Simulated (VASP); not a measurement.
A run of VASP 6.6.1 is set up as follows.

The input INCAR:

```
SYSTEM = La3ScAs4
ALGO = Normal ; EDIFF = 1E-6
ENCUT = 520 ; GGA = PE
ISIF = 2 ; ISMEAR = -1
LASPH = .True. ; LCHARG = .False.
LREAL = .False. ; LWAVE = .False.
NBANDS = 42 ; NELM = 60
PREC = Accurate ; SIGMA = 0.02
```

The input KPOINTS:

```
k-points
0
Gamma
  4 4 4
  0 0 0
```

Contents of POSCAR:

```
La3ScAs4
1.0
    6.0593765386      0.0000000000      0.0000000000
    0.0000000000      6.0593765386      0.0000000000
    0.0000000000      0.0000000000      6.0593765386
Sc As La
1 4 3
Direct
    0.0000000000      0.0000000000      0.0000000000
    0.5000000000      0.5000000000      0.5000000000
    0.0000000000      0.0000000000      0.5000000000
    0.0000000000      0.5000000000      0.0000000000
    0.5000000000      0.0000000000      0.0000000000
    0.5000000000      0.5000000000      0.0000000000
    0.5000000000      0.0000000000      0.5000000000
    0.0000000000      0.5000000000      0.5000000000
```

Potentials or basis: VASP PAW PBE potentials, release 64 (Sc_sv, As, La).

Launch:

```bash
$ cat potpaw_PBE.64/Sc_sv/POTCAR potpaw_PBE.64/As/POTCAR potpaw_PBE.64/La/POTCAR > POTCAR
$ mpirun -np 1 vasp_std > vasp.out
```

(1) What does it give for the pressure?

(2) What does it give for the band gap on the k mesh?

Results:

(1) 0.0 GPa.

(2) 0.08 eV (least direct gap 0.09 eV).

Caveat: semilocal functionals underestimate gaps, and a narrow one can read as zero; spin-orbit coupling is left out, which moves the levels of the heavy elements.
